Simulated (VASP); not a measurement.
# TiH2 (I4/mmm) in VASP: further runs

TiH2 is run at these levels: PBEsol; tasks: single point.

Everything below comes from runs of VASP 6.6.1. Logs are shortened: lines on timing, memory, paths and dates and some standing lists are left out, and cuts for length are marked.

## Step 1: The cell of the first run

Symmetry: I4/mmm, No. 139, tetragonal system. The conventional cell has a = 3.209 Å, b = 3.209 Å, c = 4.015 Å, α = 90.00°, β = 90.00°, γ = 90.00°. Ti (site symmetry 4/mmm) has 8 H at 1.89 Å within 2.5 Å. H (site symmetry -4m2) has 4 Ti at 1.89 Å and 6 H at 2.01 to 2.27 Å within 2.5 Å.

## Step 2: Single point, PBEsol (uniaxial strain along c: -3.0 %, then relaxed in part)

Input file INCAR:

```
SYSTEM = TiH2
  PREC = Accurate
  ENCUT = 520
  EDIFF = 1E-6
  ISMEAR = 0
  SIGMA = 0.1
  LREAL = .FALSE.
  LASPH = .TRUE.
  NELM = 100
  ALGO = Normal
  ISIF = 2
  LWAVE = .FALSE.
  LCHARG = .FALSE.
  GGA = PS
  NBANDS = 23
```

Input file KPOINTS:

```
Automatic mesh
0
G
  12 12 8
  0 0 0
```

Input file POSCAR:

```
TiH2
1.0
    3.2089514258      0.0000000000      0.0000000000
    0.0000000000      3.2089514258      0.0000000000
    0.0000000000      0.0000000000      4.0153356081
Ti H
2 4
Direct
    0.0000000000      0.0000000000      0.0000000000
    0.5000000000      0.5000000000      0.5000000000
    0.5000000000      0.0000000000      0.2500000000
    0.0000000000      0.5000000000      0.2500000000
    0.0000000000      0.5000000000      0.7500000000
    0.5000000000      0.0000000000      0.7500000000
```

Potentials or basis: VASP PAW PBE potentials, release 64 (Ti_sv, H).

Run with:

```console
cat potpaw_PBE.64/Ti_sv/POTCAR potpaw_PBE.64/H/POTCAR > POTCAR
mpirun -np 1 vasp_std > vasp.out
```

OUTCAR:

```text
SYSTEM = TiH2
   PREC = Accurate
   ENCUT = 520
   EDIFF = 1E-6
   ISMEAR = 0
   LREAL = .FALSE.
   LASPH = .TRUE.
   NELM = 100
   ISIF = 2
   GGA = PS

 ion  position               nearest neighbor table
   1  0.000  0.000  0.000-   3 1.89   4 1.89   5 1.89   6 1.89   4 1.89   5 1.89   3 1.89   6 1.89

   2  0.500  0.500  0.500-   3 1.89   4 1.89   5 1.89   6 1.89   3 1.89   6 1.89   4 1.89   5 1.89

   3  0.500  0.000  0.250-   1 1.89   2 1.89   2 1.89   1 1.89
   4  0.000  0.500  0.250-   1 1.89   2 1.89   1 1.89   2 1.89
   5  0.000  0.500  0.750-   1 1.89   2 1.89   1 1.89   2 1.89
   6  0.500  0.000  0.750-   1 1.89   2 1.89   2 1.89   1 1.89

  LATTYP: Found a simple tetragonal cell.
 ALAT       =     3.2089514258
 C/A-ratio  =     1.2512921124

  Lattice vectors:

 A1 = (   3.2089514258,   0.0000000000,   0.0000000000)
 A2 = (   0.0000000000,   3.2089514258,   0.0000000000)
 A3 = (   0.0000000000,   0.0000000000,   4.0153356081)

Analysis of symmetry for initial positions (statically):
=====================================================================
 Subroutine PRICEL returns following result:

  LATTYP: Found a body centered tetragonal cell.
 ALAT       =     3.2089514258
 C/A-ratio  =     1.2512921124

  Lattice vectors:

 A1 = (  -1.6044757129,  -1.6044757129,  -2.0076678041)
 A2 = (   1.6044757129,   1.6044757129,  -2.0076678040)
 A3 = (   1.6044757129,  -1.6044757129,   2.0076678041)

   2 primitive cells build up your supercell.

 Routine SETGRP: Setting up the symmetry group for a
 simple tetragonal supercell.

 Subroutine GETGRP returns: Found 16 space group operations
 (whereof 16 operations were pure point group operations)
 out of a pool of 16 trial point group operations.

The static configuration has the point symmetry D_4h.

Analysis of symmetry for dynamics (positions and initial velocities):
=====================================================================
 Subroutine PRICEL returns following result:

  LATTYP: Found a body centered tetragonal cell.
 ALAT       =     3.2089514258
 C/A-ratio  =     1.2512921124

  Lattice vectors:

 A1 = (  -1.6044757129,  -1.6044757129,  -2.0076678041)
 A2 = (   1.6044757129,   1.6044757129,  -2.0076678040)
 A3 = (   1.6044757129,  -1.6044757129,   2.0076678041)

   2 primitive cells build up your supercell.

[... 103 lines left out ...]
   ISPIN  =      1    spin polarized calculation?
   LNONCOLLINEAR =      F non collinear calculations
   LSORBIT =      F    spin-orbit coupling
   LASPH  =      T    aspherical Exc in radial PAW
   ENCUT  =  520.0 eV  38.22 Ry    6.18 a.u.   5.97  5.97  7.47*2*pi/ulx,y,z
   NELM   =    100;   NELMIN=  2; NELMDL= -5     # of ELM steps
   EDIFF  = 0.1E-05   stopping-criterion for ELM
   LREAL  =      F    real-space projection
   EDIFFG = 0.1E-04   stopping-criterion for IOM
   NSW    =      0    number of steps for IOM
   IBRION =     -1    ionic relax: 0-MD 1-quasi-New 2-CG
   NFREE  =      0    steps in history (QN), initial steepest desc. (CG)
   ISIF   =      2    stress and relaxation
   ISYM   =      2    0-nonsym 1-usesym 2-fastsym
   POTIM  = 0.5000    time-step for ionic-motion
   TEBEG  =    0.0;   TEEND  =   0.0 temperature during run
   PSTRESS=    0.0 pullay stress
   NELECT =      28.0000    total number of electrons
   NUPDOWN=      -1.0000    fix difference up-down
   EMIN   =  10.00;   EMAX   =-10.00  energy-range for DOS
   EFERMI =   0.00;   METHOD = LEGACY
   ISMEAR =     0;   SIGMA  =   0.10  broadening in eV -4-tet -1-fermi 0-gaus
   EFERMI_NEDOS =   21; number of points for ismear=-14 and -15
   IALGO  =     38    algorithm
   IMIX   =      4    mixing-type and parameters
     AMIX     =   0.40;   BMIX     =  1.00
     AMIX_MAG =   1.60;   BMIX_MAG =  1.00
  volume/ion in A,a.u.               =       6.89        46.50
  Fermi-wavevector in a.u.,A,eV,Ry     =   1.437622  2.716712 28.119947  2.066758
  Thomas-Fermi vector in A             =   2.556680
   LORBIT       =      0    0 simple, 1 ext, 2 COOP (PROOUT), +10 PAW based schemes
   GGA     = PS    functional components
   LHFCALC =     F    Hartree Fock is set to
   AEXX    =    0.0000 exact exchange contribution
   IVDW    =     0    specifies the selected vdW correction
   LEPSILON=     F    determine dielectric tensor
   LRPA    =     F    only Hartree local field effects (RPA)
 non-spin polarized calculation
 Gauss-broadening in eV      SIGMA  =   0.10
  energy-cutoff  :      520.00
  volume of cell :       41.35
 maximum number of plane-waves:      1136
 NGX is ok and might be reduce to    24
   NGX = 11   NGY = 11   NGZ = 15

 number of electron      27.9999987 magnetization

 Free energy of the ion-electron system (eV)
  ---------------------------------------------------
  ext. energy  EPLUGINS =         0.00000000
  ---------------------------------------------------
  free energy    TOTEN  =       -33.27866811 eV

  energy without entropy =      -33.27266894  energy(sigma->0) =      -33.27566853

 E-fermi :   8.1105     XC(G=0): -11.9381

 val. band max:        8.1095257331   @ k =   0.2500   0.0000   0.0000
 cond. band min:       8.1247020874   @ k =   0.0833   0.0000   0.3750
 fundamental gap:      0.0151763542
 Fermi energy:         8.1104840531

 k-point     1 :       0.0000    0.0000    0.0000
  band No.  band energies     occupation
      1     -48.8069      2.00000
      2     -48.6923      2.00000
      3     -25.3795      2.00000
      4     -25.1763      2.00000
      5     -25.1763      2.00000
      6     -24.9622      2.00000
[... 613 lines left out ...]
     22      14.9908      0.00000
     23      15.6110      0.00000

 [... further k-points ...]
[... 5 lines left out ...]
  --------------------------------------------------------------------------------------
  -------------------------------------------------------------------------------------
  Total       -0.0003952     -0.0003952      0.7360273      0.0000000      0.0000000     -0.0000000
  in kB       -0.0153129     -0.0153129     28.5204494      0.0000000      0.0000000     -0.0000000
  external PRESSURE =       9.4966079 kB  Pullay stress =       0.0000000 kB

 VOLUME and BASIS-vectors are now :
 -----------------------------------------------------------------------------
  energy-cutoff  :      520.00
  volume of cell :       41.35
      direct lattice vectors                 reciprocal lattice vectors
     3.208951426  0.000000000  0.000000000     0.311628276  0.000000000  0.000000000
     0.000000000  3.208951426  0.000000000     0.000000000  0.311628276  0.000000000
     0.000000000  0.000000000  4.015335608     0.000000000  0.000000000  0.249045185

 POSITION                                       TOTAL-FORCE (eV/Angst)
 -----------------------------------------------------------------------------------
      0.00000      0.00000      0.00000         0.000000      0.000000      0.000000
      1.60448      1.60448      2.00767        -0.000000     -0.000000     -0.000000
      1.60448      0.00000      1.00383         0.000000      0.000000      0.000000
      0.00000      1.60448      1.00383         0.000000     -0.000000      0.000000
      0.00000      1.60448      3.01150         0.000000      0.000000      0.000000
      1.60448      0.00000      3.01150         0.000000      0.000000      0.000000
 -----------------------------------------------------------------------------------
    total drift:                                0.000000      0.000000     -0.000000

  FREE ENERGIE OF THE ION-ELECTRON SYSTEM (eV)
  ---------------------------------------------------
  free  energy   TOTEN  =       -33.2786681123 eV

  energy  without entropy=      -33.2726689419  energy(sigma->0) =      -33.27566853
```

OSZICAR:

```text
N       E                     dE             d eps       ncg     rms          rms(c)
DAV:   1     0.290909301069E+03    0.29091E+03   -0.13949E+04  6448   0.145E+03
DAV:   2    -0.107240623409E+02   -0.30163E+03   -0.29267E+03  6587   0.429E+02
DAV:   3    -0.371874108787E+02   -0.26463E+02   -0.26136E+02 11471   0.116E+02
DAV:   4    -0.382171902743E+02   -0.10298E+01   -0.10271E+01  8010   0.198E+01
DAV:   5    -0.382525864619E+02   -0.35396E-01   -0.35395E-01  9322   0.297E+00    0.208E+01
DAV:   6    -0.334002836642E+02    0.48523E+01   -0.12772E+01  7841   0.378E+01    0.430E+00
DAV:   7    -0.332856385298E+02    0.11465E+00   -0.15827E+00  9462   0.687E+00    0.234E+00
DAV:   8    -0.332754852445E+02    0.10153E-01   -0.11384E-01  8068   0.359E+00    0.128E+00
DAV:   9    -0.332789118192E+02   -0.34266E-02   -0.24633E-02  9083   0.113E+00    0.240E-01
DAV:  10    -0.332786205232E+02    0.29130E-03   -0.34159E-03  7916   0.578E-01    0.100E-01
DAV:  11    -0.332786695883E+02   -0.49065E-04   -0.18768E-04  8202   0.136E-01    0.108E-02
DAV:  12    -0.332786687528E+02    0.83555E-06   -0.14868E-05  8899   0.297E-02    0.629E-03
DAV:  13    -0.332786681123E+02    0.64046E-06   -0.85520E-07  5416   0.902E-03
   1 F= -.33278668E+02 E0= -.33275669E+02  d E =-.599917E-02
```

stdout:

```text
POSCAR found type information on POSCAR TiH
 POSCAR found :  2 types and       6 ions
 scaLAPACK will be used
 -----------------------------------------------------------------------------
|                                                                             |
|                                                                             |
|     You enforced a specific xc type in the INCAR file but a different       |
|     I HOPE YOU KNOW WHAT YOU ARE DOING!                                     |
|                                                                             |
 -----------------------------------------------------------------------------

 LDA part: xc-table for (Slater+PW92), standard interpolation
 POSCAR, INCAR and KPOINTS ok, starting setup
 FFT: planning ... GRIDC
 FFT: planning ... GRID_SOFT
 FFT: planning ... GRID
 WAVECAR not read
 entering main loop
```

It took 88 s on 1 thread of Intel Xeon Platinum 8259CL at 2.50GHz (Skylake/Cascade Lake), shared host; peak memory 0.23 GiB.

What came out:

* Free energy: -33.2787 eV
* Pressure: 0.9 GPa
* Band gap on the k mesh: zero (band 14 reaches 8.60 eV, above the bottom of band 15 at 7.74 eV)

Levels at points of the mesh, in eV from the Fermi level:
```
           k point  band 12  band 13  band 14  band 15  band 16  band 17
(0.00, 0.00, 0.00)    -3.07    -0.42    -0.42     0.17     0.95     1.11
(0.50, 0.00, 0.00)    -4.39    -1.00    -1.00     0.61     0.61     1.05
(0.50, 0.50, 0.00)    -5.59    -3.22    -3.22     2.20     2.20     2.45
(0.00, 0.00, 0.50)    -4.82     0.49     0.49     0.49     0.49     0.55
(0.50, 0.00, 0.50)    -5.11    -0.64    -0.64     0.38     0.38     2.20
(0.50, 0.50, 0.50)    -5.73    -2.05    -2.05     1.45     1.45     2.21
```

Caveat: the cell differs from its parent crystal (uniaxial strain along c: -3.0 %, then relaxed in part); the PAW data sets were made with another functional, which shifts forces and pressure a little.

## Step 3: Single point, PBEsol (uniaxial strain along c: -3.0 %)

Input file INCAR:

```
ALGO     = Normal         # electronic algorithm
EDIFF    = 1E-7           # SCF threshold, eV
ENCUT    = 520            # plane-wave cutoff, eV
GGA      = PS             # functional
ISIF     = 2              # what is computed and relaxed
ISMEAR   = 0              # smearing method
LASPH    = T              # aspherical terms in the spheres
LCHARG   = T              # write CHGCAR
LELF     = T              # ELF
LREAL    = F              # projectors in reciprocal space
LVHAR    = T            
LWAVE    = F              # write WAVECAR
NBANDS   = 23             # bands
NELM     = 100            # most SCF steps
PREC     = Accurate       # precision mode
SIGMA    = 0.1            # smearing width, eV
```

Input file KPOINTS:

```
k-points
0
Gamma
  12 12 8
```

POSCAR, as its differences from that of step 2:

```diff
@@ -2,4 +2,4 @@
 1.0
-    3.2089514258      0.0000000000      0.0000000000
-    0.0000000000      3.2089514258      0.0000000000
+    3.2000405453      0.0000000000      0.0000000000
+    0.0000000000      3.2000405453      0.0000000000
     0.0000000000      0.0000000000      4.0153356081
```

Potentials or basis: VASP PAW PBE potentials, release 64 (Ti_sv, H).

Run with:

```console
cat potpaw_PBE.64/Ti_sv/POTCAR potpaw_PBE.64/H/POTCAR > POTCAR
mpirun -np 1 vasp_std > vasp.out
```

OUTCAR:

```text
EDIFF = 1E-7
   ENCUT = 520
   GGA = PS
   ISIF = 2
   ISMEAR = 0
   LASPH = T
   LREAL = F
   NELM = 100
   PREC = Accurate

 ion  position               nearest neighbor table
   1  0.000  0.000  0.000-   3 1.89   4 1.89   5 1.89   6 1.89   4 1.89   5 1.89   3 1.89   6 1.89

   2  0.500  0.500  0.500-   3 1.89   4 1.89   5 1.89   6 1.89   3 1.89   6 1.89   4 1.89   5 1.89

   3  0.500  0.000  0.250-   1 1.89   2 1.89   2 1.89   1 1.89
   4  0.000  0.500  0.250-   1 1.89   2 1.89   1 1.89   2 1.89
   5  0.000  0.500  0.750-   1 1.89   2 1.89   1 1.89   2 1.89
   6  0.500  0.000  0.750-   1 1.89   2 1.89   2 1.89   1 1.89

  LATTYP: Found a simple tetragonal cell.
 ALAT       =     3.2000405453
 C/A-ratio  =     1.2547764790

  Lattice vectors:

 A1 = (   3.2000405453,   0.0000000000,   0.0000000000)
 A2 = (   0.0000000000,   3.2000405453,   0.0000000000)
 A3 = (   0.0000000000,   0.0000000000,   4.0153356081)

Analysis of symmetry for initial positions (statically):
[... 199 lines left out ...]

 val. band max:        8.1671518133   @ k =   0.2500   0.0000   0.0000
 cond. band min:       8.1867709938   @ k =   0.0833   0.0000   0.3750
 fundamental gap:      0.0196191805
 Fermi energy:         8.1676915415

 k-point     1 :       0.0000    0.0000    0.0000
  band No.  band energies     occupation
      1     -48.7415      2.00000
      2     -48.6244      2.00000
      3     -25.3197      2.00000
      4     -25.1103      2.00000
      5     -25.1103      2.00000
      6     -24.8934      2.00000
[... 613 lines left out ...]
     22      15.1068      0.00000
     23      15.7181      0.00000

 [... further k-points ...]

------------------------ aborting loop because EDIFF is reached ----------------------------------------

  FORCE on cell =-STRESS in cart. coord.  units (eV):
  Direction    XX          YY          ZZ          XY          YZ          ZX
  --------------------------------------------------------------------------------------
  -------------------------------------------------------------------------------------
  Total        0.2750124      0.2750124      0.9008571      0.0000000      0.0000000      0.0000000
  in kB       10.7159348     10.7159348     35.1021460      0.0000000      0.0000000      0.0000000
  external PRESSURE =      18.8446719 kB  Pullay stress =       0.0000000 kB

 VOLUME and BASIS-vectors are now :
 -----------------------------------------------------------------------------
  energy-cutoff  :      520.00
  volume of cell :       41.12
      direct lattice vectors                 reciprocal lattice vectors
     3.200040545  0.000000000  0.000000000     0.312496041  0.000000000  0.000000000
     0.000000000  3.200040545  0.000000000     0.000000000  0.312496041  0.000000000
     0.000000000  0.000000000  4.015335608     0.000000000  0.000000000  0.249045185

 POSITION                                       TOTAL-FORCE (eV/Angst)
 -----------------------------------------------------------------------------------
      0.00000      0.00000      0.00000         0.000000     -0.000000      0.000000
      1.60002      1.60002      2.00767        -0.000000      0.000000     -0.000000
      1.60002      0.00000      1.00383         0.000000     -0.000000     -0.000000
      0.00000      1.60002      1.00383         0.000000     -0.000000      0.000000
      0.00000      1.60002      3.01150         0.000000     -0.000000     -0.000000
      1.60002      0.00000      3.01150         0.000000     -0.000000      0.000000
 -----------------------------------------------------------------------------------
    total drift:                                0.000000      0.000000     -0.000000

  FREE ENERGIE OF THE ION-ELECTRON SYSTEM (eV)
  ---------------------------------------------------
  free  energy   TOTEN  =       -33.2775743742 eV

  energy  without entropy=      -33.2714991720  energy(sigma->0) =      -33.27453677
```

OSZICAR:

```text
N       E                     dE             d eps       ncg     rms          rms(c)
DAV:   1     0.289990744511E+03    0.28999E+03   -0.13954E+04  6448   0.146E+03
DAV:   2    -0.109028348317E+02   -0.30089E+03   -0.29185E+03  6623   0.427E+02
DAV:   3    -0.371441260341E+02   -0.26241E+02   -0.25880E+02 11397   0.116E+02
DAV:   4    -0.382027214361E+02   -0.10586E+01   -0.10557E+01  8004   0.200E+01
DAV:   5    -0.382396305975E+02   -0.36909E-01   -0.36907E-01  9334   0.304E+00    0.210E+01
DAV:   6    -0.334017608152E+02    0.48379E+01   -0.12702E+01  7821   0.378E+01    0.438E+00
DAV:   7    -0.332842453192E+02    0.11752E+00   -0.15863E+00  9568   0.691E+00    0.236E+00
DAV:   8    -0.332743165030E+02    0.99288E-02   -0.11586E-01  8025   0.362E+00    0.129E+00
DAV:   9    -0.332778258727E+02   -0.35094E-02   -0.24928E-02  9039   0.113E+00    0.243E-01
DAV:  10    -0.332775258897E+02    0.29998E-03   -0.35078E-03  7916   0.585E-01    0.101E-01
DAV:  11    -0.332775758652E+02   -0.49975E-04   -0.19032E-04  8252   0.137E-01    0.110E-02
DAV:  12    -0.332775749822E+02    0.88295E-06   -0.14743E-05  8946   0.299E-02    0.613E-03
DAV:  13    -0.332775743666E+02    0.61558E-06   -0.97735E-07  8187   0.919E-03    0.139E-03
DAV:  14    -0.332775743742E+02   -0.75570E-08   -0.45407E-08  5167   0.169E-03
   1 F= -.33277574E+02 E0= -.33274537E+02  d E =-.607520E-02
```

Run time: 95 s. Hardware: 1 thread of Intel Xeon Platinum 8259CL at 2.50GHz (Skylake/Cascade Lake), shared host; peak memory 0.23 GiB.

What came out:

* Free energy: -33.2776 eV
* Pressure: 1.9 GPa
* Band gap on the k mesh: zero (band 14 reaches 8.67 eV, above the bottom of band 15 at 7.80 eV)

Levels at points of the mesh, in eV from the Fermi level:
| k point | band 10 | band 11 | band 12 | band 13 | band 14 | band 15 | band 16 | band 17 | band 18 | band 19 |
| --- | --- | --- | --- | --- | --- | --- | --- | --- | --- | --- |
| (0.00, 0.00, 0.00) | -6.80 | -3.95 | -3.10 | -0.42 | -0.42 | 0.16 | 0.95 | 1.13 | 1.94 | 2.59 |
| (0.50, 0.00, 0.00) | -7.76 | -4.42 | -4.42 | -1.01 | -1.01 | 0.62 | 0.62 | 1.06 | 1.06 | 2.65 |
| (0.50, 0.50, 0.00) | -5.71 | -5.63 | -5.63 | -3.24 | -3.24 | 2.23 | 2.23 | 2.47 | 2.47 | 2.88 |
| (0.00, 0.00, 0.50) | -8.43 | -4.84 | -4.84 | 0.50 | 0.50 | 0.50 | 0.50 | 0.54 | 0.54 | 1.82 |
| (0.50, 0.00, 0.50) | -7.46 | -5.12 | -5.12 | -0.63 | -0.63 | 0.36 | 0.36 | 2.22 | 2.22 | 2.70 |
| (0.50, 0.50, 0.50) | -5.74 | -5.74 | -5.74 | -2.06 | -2.06 | 1.45 | 1.45 | 2.24 | 2.24 | 4.36 |

Caveat: the cell differs from its parent crystal (uniaxial strain along c: -3.0 %); the PAW data sets were made with another functional, which shifts forces and pressure a little.

(Part 1 of 2 ends here.)
